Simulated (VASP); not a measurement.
# AlP (r.bp) (F-43m) in VASP: single point with PBEsol

Aim: the single point of AlP (r.bp) with PBEsol.

Everything below comes from runs of VASP 6.6.1. Logs are shortened: lines on timing, memory, paths and dates and some standing lists are left out, and cuts for length are marked.

## Step 1: The cell of the first run

It takes space group F-43m (No. 216, cubic). Conventional cell: a = 5.469 Å, b = 5.469 Å, c = 5.469 Å, α = 90.00°, β = 90.00°, γ = 90.00°. Within 3.1 Å of Al (site symmetry -43m) lie 4 P at 2.37 Å. P (site symmetry -43m) has 4 Al at 2.37 Å within 3.1 Å.

## Step 2: Single point, PBEsol

Contents of INCAR:

```
SYSTEM = AlP
  PREC = Accurate
  ENCUT = 500
  EDIFF = 1E-6
  ISMEAR = 0
  SIGMA = 0.02
  LREAL = .FALSE.
  LASPH = .TRUE.
  NELM = 120
  ALGO = Normal
  ISIF = 2
  LWAVE = .FALSE.
  LCHARG = .FALSE.
  GGA = PS
  NBANDS = 11
  GGA_COMPAT = .FALSE.
```

Contents of KPOINTS:

```
Automatic mesh
0
G
  8 8 8
  0 0 0
```

Contents of POSCAR:

```
AlP
1.0
    0.0000000000      2.7346660920      2.7346660920
    2.7346660920      0.0000000000      2.7346660920
    2.7346660920      2.7346660920      0.0000000000
Al P
1 1
Direct
    0.0000000000      0.0000000000      0.0000000000
    0.2500000000      0.2500000000      0.2500000000
```

Potentials or basis: VASP PAW PBE potentials, release 64 (Al, P).

Launch:

```
> cat potpaw_PBE.64/Al/POTCAR potpaw_PBE.64/P/POTCAR > POTCAR
> mpirun -np 1 vasp_std > vasp.out
```

OUTCAR:

```text
SYSTEM = AlP
   PREC = Accurate
   ENCUT = 500
   EDIFF = 1E-6
   ISMEAR = 0
   LREAL = .FALSE.
   LASPH = .TRUE.
   NELM = 120
   ISIF = 2
   GGA = PS

 ion  position               nearest neighbor table
   1  0.000  0.000  0.000-   2 2.37   2 2.37   2 2.37   2 2.37
   2  0.250  0.250  0.250-   1 2.37   1 2.37   1 2.37   1 2.37

  LATTYP: Found a face centered cubic cell.
 ALAT       =     5.4693321840

  Lattice vectors:

 A1 = (   0.0000000000,   2.7346660920,   2.7346660920)
 A2 = (   2.7346660920,   0.0000000000,   2.7346660920)
 A3 = (   2.7346660920,   2.7346660920,   0.0000000000)

Analysis of symmetry for initial positions (statically):
=====================================================================
 Subroutine PRICEL returns:
 Original cell was already a primitive cell.

 Routine SETGRP: Setting up the symmetry group for a
 face centered cubic supercell.

 Subroutine GETGRP returns: Found 24 space group operations
 (whereof 24 operations were pure point group operations)
 out of a pool of 48 trial point group operations.

The static configuration has the point symmetry T_d .

Analysis of symmetry for dynamics (positions and initial velocities):
=====================================================================
 Subroutine PRICEL returns:
 Original cell was already a primitive cell.

 Routine SETGRP: Setting up the symmetry group for a
 face centered cubic supercell.

 Subroutine GETGRP returns: Found 24 space group operations
 (whereof 24 operations were pure point group operations)
 out of a pool of 48 trial point group operations.

The dynamic configuration has the point symmetry T_d .

 Subroutine INISYM returns: Found 24 space group operations
 (whereof 24 operations are pure point group operations),
 and found     1 'primitive' translations

----------------------------------------------------------------------------------------

                                     Primitive cell

  volume of cell :      40.9018

  direct lattice vectors                    reciprocal lattice vectors
     0.000000000  2.734666092  2.734666092    -0.182837679  0.182837679  0.182837679
     2.734666092  0.000000000  2.734666092     0.182837679 -0.182837679  0.182837679
     2.734666092  2.734666092  0.000000000     0.182837679  0.182837679 -0.182837679

  length of vectors
     3.867401876  3.867401876  3.867401876     0.316684149  0.316684149  0.316684149

  position of ions in fractional coordinates (direct lattice)
     0.000000000  0.000000000  0.000000000
     0.250000000  0.250000000  0.250000000

  ion indices of the primitive-cell ions
[... 79 lines left out ...]
   IBRION =     -1    ionic relax: 0-MD 1-quasi-New 2-CG
   NFREE  =      0    steps in history (QN), initial steepest desc. (CG)
   ISIF   =      2    stress and relaxation
   ISYM   =      2    0-nonsym 1-usesym 2-fastsym
   POTIM  = 0.5000    time-step for ionic-motion
   TEBEG  =    0.0;   TEEND  =   0.0 temperature during run
   PSTRESS=    0.0 pullay stress
   NELECT =       8.0000    total number of electrons
   NUPDOWN=      -1.0000    fix difference up-down
   EMIN   =  10.00;   EMAX   =-10.00  energy-range for DOS
   EFERMI =   0.00;   METHOD = LEGACY
   ISMEAR =     0;   SIGMA  =   0.02  broadening in eV -4-tet -1-fermi 0-gaus
   EFERMI_NEDOS =   21; number of points for ismear=-14 and -15
   IALGO  =     38    algorithm
   IMIX   =      4    mixing-type and parameters
     AMIX     =   0.40;   BMIX     =  1.00
     AMIX_MAG =   1.60;   BMIX_MAG =  1.00
  volume/ion in A,a.u.               =      20.45       138.01
  Fermi-wavevector in a.u.,A,eV,Ry     =   0.950292  1.795792 12.286814  0.903055
  Thomas-Fermi vector in A             =   2.078655
   LORBIT       =      0    0 simple, 1 ext, 2 COOP (PROOUT), +10 PAW based schemes
   GGA     = PS    functional components
   LHFCALC =     F    Hartree Fock is set to
   AEXX    =    0.0000 exact exchange contribution
   IVDW    =     0    specifies the selected vdW correction
   LEPSILON=     F    determine dielectric tensor
   LRPA    =     F    only Hartree local field effects (RPA)
 non-spin polarized calculation
 Gauss-broadening in eV      SIGMA  =   0.02
  energy-cutoff  :      500.00
  volume of cell :       40.90
 maximum number of plane-waves:      1056
   NGX = 15   NGY = 15   NGZ = 15

 number of electron       8.0000000 magnetization

 Free energy of the ion-electron system (eV)
  ---------------------------------------------------
  ext. energy  EPLUGINS =         0.00000000
  ---------------------------------------------------
  free energy    TOTEN  =       -10.99515580 eV

  energy without entropy =      -10.99515580  energy(sigma->0) =      -10.99515580

 E-fermi :   4.5870     XC(G=0):  -9.3453

 val. band max:        4.4884908361   @ k =   0.0000   0.0000   0.0000
 cond. band min:       5.9368603292   @ k =   0.5000   0.5000   0.0000
 fundamental gap:      1.4483694931
 Fermi energy:         4.5869687167

 k-point     1 :       0.0000    0.0000    0.0000
  band No.  band energies     occupation
      1      -7.0097      2.00000
      2       4.4885      2.00000
      3       4.4885      2.00000
      4       4.4885      2.00000
      5       7.6488      0.00000
      6       8.9935      0.00000
      7       8.9935      0.00000
      8       8.9935      0.00000
      9      13.2850      0.00000
     10      13.2850      0.00000
     11      14.5483      0.00000
[... 309 lines left out ...]
 k-point    24 :      -0.3750    0.2500    0.1250
  band No.  band energies     occupation
      1      -5.0102      2.00000
      2      -0.7042      2.00000
      3       1.8701      2.00000
      4       2.9920      2.00000
      5       8.3479      0.00000
      6       8.9245      0.00000
      7      11.3101      0.00000
      8      12.1017      0.00000
      9      13.3931      0.00000
     10      15.8292      0.00000
     11      17.1438      0.00000

 [... further k-points ...]
[... 5 lines left out ...]
  --------------------------------------------------------------------------------------
  -------------------------------------------------------------------------------------
  Total        0.0229261      0.0229261      0.0229261     -0.0000000      0.0000000      0.0000000
  in kB        0.8980434      0.8980434      0.8980434     -0.0000000      0.0000000      0.0000000
  external PRESSURE =       0.8980434 kB  Pullay stress =       0.0000000 kB

 VOLUME and BASIS-vectors are now :
 -----------------------------------------------------------------------------
  energy-cutoff  :      500.00
  volume of cell :       40.90
      direct lattice vectors                 reciprocal lattice vectors
     0.000000000  2.734666092  2.734666092    -0.182837679  0.182837679  0.182837679
     2.734666092  0.000000000  2.734666092     0.182837679 -0.182837679  0.182837679
     2.734666092  2.734666092  0.000000000     0.182837679  0.182837679 -0.182837679

 POSITION                                       TOTAL-FORCE (eV/Angst)
 -----------------------------------------------------------------------------------
      0.00000      0.00000      0.00000        -0.000000     -0.000000     -0.000000
      1.36733      1.36733      1.36733         0.000000      0.000000      0.000000
 -----------------------------------------------------------------------------------
    total drift:                                0.000000      0.000000      0.000000

  FREE ENERGIE OF THE ION-ELECTRON SYSTEM (eV)
  ---------------------------------------------------
  free  energy   TOTEN  =       -10.9951558035 eV

  energy  without entropy=      -10.9951558035  energy(sigma->0) =      -10.99515580
```

OSZICAR:

```text
N       E                     dE             d eps       ncg     rms          rms(c)
DAV:   1     0.107049555026E+02    0.10705E+02   -0.29205E+03   638   0.534E+02
DAV:   2    -0.104848186216E+02   -0.21190E+02   -0.20223E+02   816   0.875E+01
DAV:   3    -0.113536175475E+02   -0.86880E+00   -0.86707E+00   817   0.173E+01
DAV:   4    -0.113612725942E+02   -0.76550E-02   -0.76544E-02   746   0.196E+00
DAV:   5    -0.113614114945E+02   -0.13890E-03   -0.13890E-03   794   0.255E-01    0.436E+00
DAV:   6    -0.110510981826E+02    0.31031E+00   -0.57598E-01   724   0.279E+00    0.269E+00
DAV:   7    -0.109977318543E+02    0.53366E-01   -0.20596E-01   774   0.180E+00    0.128E+00
DAV:   8    -0.109952041877E+02    0.25277E-02   -0.13896E-02   755   0.560E-01    0.173E-01
DAV:   9    -0.109951002827E+02    0.10390E-03   -0.82803E-04   736   0.150E-01    0.656E-02
DAV:  10    -0.109951500251E+02   -0.49742E-04   -0.68488E-05   725   0.433E-02    0.134E-02
DAV:  11    -0.109951555029E+02   -0.54777E-05   -0.88334E-06   801   0.162E-02    0.973E-03
DAV:  12    -0.109951558035E+02   -0.30063E-06   -0.93850E-07   512   0.476E-03
   1 F= -.10995156E+02 E0= -.10995156E+02  d E =-.195394E-14
```

stdout:

```text
POSCAR found type information on POSCAR AlP
 POSCAR found :  2 types and       2 ions
 scaLAPACK will be used
 -----------------------------------------------------------------------------
|                                                                             |
|                                                                             |
|     You enforced a specific xc type in the INCAR file but a different       |
|     I HOPE YOU KNOW WHAT YOU ARE DOING!                                     |
|                                                                             |
 -----------------------------------------------------------------------------

 LDA part: xc-table for (Slater+PW92), standard interpolation
 POSCAR, INCAR and KPOINTS ok, starting setup
 FFT: planning ... GRIDC
 FFT: planning ... GRID_SOFT
 FFT: planning ... GRID
 WAVECAR not read
 entering main loop
```

It took 9.8 s on 1 thread of Intel Xeon Platinum 8259CL at 2.50GHz (Skylake/Cascade Lake), shared host; peak memory 0.15 GiB.

Results:

```
Free energy            : -10.9952 eV
Pressure               : 0.1 GPa
Band gap on the k mesh : 1.45 eV, indirect (least direct gap 3.16 eV)
```

Levels at points of the mesh, in eV from the valence-band top:
```tsv
k point	band 1	band 2	band 3	band 4	band 5	band 6	band 7	band 8	band 9
(0.00, 0.00, 0.00)	-11.50	0.00	0.00	0.00	3.16	4.50	4.50	4.50	8.80
(0.50, 0.00, 0.00)	-9.81	-5.56	-0.76	-0.76	2.71	4.75	4.75	8.07	11.50
(0.50, 0.50, 0.00)	-9.15	-5.32	-2.11	-2.11	1.45	2.37	10.95	10.95	11.89
```

Caveat: the PAW data sets were made with another functional, which shifts forces and pressure a little. A k mesh can miss the band edges.
